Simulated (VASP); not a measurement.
Runs of VASP 6.6.1 on PbS. The structure is that of space group Pm-3m (No. 221), or close to it. The cells are those of the table. 

```tsv
cell	gap on the mesh (eV)	pressure (GPa)
a = 3.531 Å, 2 atoms	none	2.8
a = 3.603 Å, 2 atoms	none	-1.3
a = 3.555 Å, 2 atoms	none	1.3
a = 3.626 Å, 2 atoms	none	(a)
a = 3.579, b = 3.579, c = 3.615 Å, 2 atoms	none	(b)
```

Alike in all rows: task single point; level PBEsol; potentials or basis VASP PAW PBE potentials, release 64 (Pb_d, S); no spin polarisation; k mesh 8 × 8 × 8; cutoff (eV) 520; smearing gaussian 0.05 eV.

**Question.** Fill in the values left out.

**Answer.** (a) -2.4; (b) -0.7.

Caveats: the PAW data sets were made with another functional, which shifts forces and pressure a little; spin-orbit coupling is left out, which moves the levels of the heavy elements.

A k mesh can miss the band edges, and the runs leave out spin-orbit coupling on Pb.

A gap of «none» marks levels without a gap at the run's occupations.
